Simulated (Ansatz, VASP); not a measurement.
# One calculation of ZrTiSi4, two programs

```xyz
12
Lattice="3.6287 -0.0001 0.0001 0.0000 -7.2536 0.0001 -0.0002 1.8133 -7.1040" Properties=species:S:1:pos:R:3 pbc="T T T"
Zr    1.8146   -5.4404   -5.5977
Zr    1.8144   -1.8137   -5.5979
Ti   -0.0001   -3.6266   -1.4576
Ti   -0.0002    0.0003   -1.4576
Si    0.0000   -3.6273   -6.4332
Si    0.0001   -0.0005   -6.4327
Si    1.8144   -5.4401   -0.9178
Si    1.8144   -1.8131   -0.9175
Si   -0.0003   -5.4402   -3.4539
Si    3.6286   -1.8137   -3.4538
Si    1.8142   -3.6266   -3.4516
Si    1.8141    0.0003   -3.4515
```

Change from the starting cell: cell x2, atoms moved at random (sigma 0.1 Å) and cell strained at random (1.5 %), then relaxed without symmetry.

Alike in both runs: functional PBE; k mesh 6 × 4 × 4; occupations gaussian, width 0.2 eV; no spin polarisation.

Ansatz relaxed the structure, and its values are those at the end. VASP's run is a single point on that final structure, the one shown.

|  | VASP | Ansatz |
| --- | --- | --- |
| version | VASP 6.6.1 | Ansatz 0.2.0 |
| potentials or method | VASP PAW PBE potentials, release 64 (Zr_sv, Ti_sv, Si), cutoff 520 eV | scalar-relativistic, plane waves, PAW |
| valence electrons in the cell | 80 | 80 |

|  | VASP | Ansatz | Ansatz less VASP |
| --- | --- | --- | --- |
| gap on the k mesh at the Fermi level (eV) | none | none | - |
| pressure (GPa) | 0.0 | 0.0 | 0.00 |
| rms of the force components (eV/Å) | 0.005 | 0.004 | -0.0008 |

A gap of «none» marks a metal or a gap that the smearing closes.
